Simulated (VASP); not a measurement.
## Al: single point with r2SCAN

Crystal: Al.

```
CELL_PARAMETERS angstrom
0.00000 2.02522 2.02522
2.02522 0.00000 2.02522
2.02522 2.02522 0.00000
ATOMIC_POSITIONS crystal
Al 0.00000 0.00000 0.00000
```

```yaml
Program: VASP 6.6.1
Task: single point
Functional: r2SCAN
Potentials_or_basis: VASP PAW PBE potentials, release 64 (Al)
Cutoff: 550 eV
k_mesh: 11 × 11 × 11
Occupations: fermi-dirac, width 0.1 eV
Spin: no spin polarisation
```

The pressure is -3.7 GPa.

Levels at points of the mesh, in eV from the Fermi level:
| k point | band 1 | band 2 | band 3 | band 4 | band 5 |
| --- | --- | --- | --- | --- | --- |
| (0.00, 0.00, 0.00) | -11.81 | 13.27 | 13.27 | 13.27 | 15.11 |

Wall time 50 s on 1 thread of AMD EPYC 7R13, on a shared host, peak memory 0.11 GiB.

Caveat: the PAW data sets were made with another functional, which shifts forces and pressure a little.
